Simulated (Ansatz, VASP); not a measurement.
This is a calculation of Hg for VASP 6.6.1.

Contents of INCAR:

```
AGGAC = 0.0
ALDAC = 0.0
ALGO = Normal
EDIFF = 1E-6
ENCUT = 520
GGA = PE
GGA_COMPAT = False
ISIF = 2
ISMEAR = 1
LASPH = True
LCHARG = False
LNONCOLLINEAR = True
LORBIT = 11
LORBMOM = True
LREAL = False
LSORBIT = True
LWAVE = False
MAGMOM = 0 0 0
NBANDS = 23
NELM = 150
PREC = Accurate
SIGMA = 0.01
```

Contents of KPOINTS:

```
k-points
0
Gamma
  7 8 8
```

The input POSCAR:

```
Hg
1.0
   -1.8745880000      1.9453410000      1.9684610000
    1.8720370000     -1.8568290000      1.8793040000
    1.8479790000      1.8302200000     -1.8818020000
Hg
1
Direct
    0.4720670000      0.4998080000      0.0025360000
```

Potentials or basis: VASP PAW PBE potentials, release 64 (Hg).

Run with:

```console
$ cat potpaw_PBE.64/Hg/POTCAR > POTCAR
$ mpirun -np 1 vasp_ncl > vasp.out
```

Set up the same calculation for Ansatz 0.2.0. Potentials there: Ansatz PAW.

As run (the cutoff follows the program's own potentials):

The input input.yaml:

```yaml
crystal:
  lattice:
    - [-1.874588, 1.945341, 1.968461]
    - [1.872037, -1.856829, 1.879304]
    - [1.847979, 1.83022, -1.881802]
  atoms:
    - { symbol: Hg, position: [0.472067, 0.499808, 0.002536] }
hamiltonian:
  xc: { exchange: pbe, correlation: none }
  pseudopotentials: { kind: paw_fr }
magnetization:
  noncollinear: true
  spin_orbit: true
kpoints:
  mp_grid: { grid: [7, 8, 8] }
scf:
  occupations: { method: methfessel_paxton, width: 0.01 }
output:
  forces: true
  stress: true
  eigenvalues: true
```

Potentials or basis: Ansatz PAW.

Launch:

```sh
$ ansatz run input.yaml --threads 1 --pin off --max-ram 2560MiB --backend cpu --events-out ev --progress --plain --runs-dir out
```

Both were run:

|  | VASP | Ansatz | Ansatz less VASP |
| --- | --- | --- | --- |
| pressure (GPa) | 11.6 | 11.2 | -0.38 |
| traceless stress, the component that is largest in VASP (GPa) | 0.48 | 0.45 | -0.033 |

VASP's potentials were made for PBE, not for PBE exchange alone. VASP's potentials hold 12 valence electrons a cell and Ansatz's 20, so a difference there can come from the potentials and not from the codes.
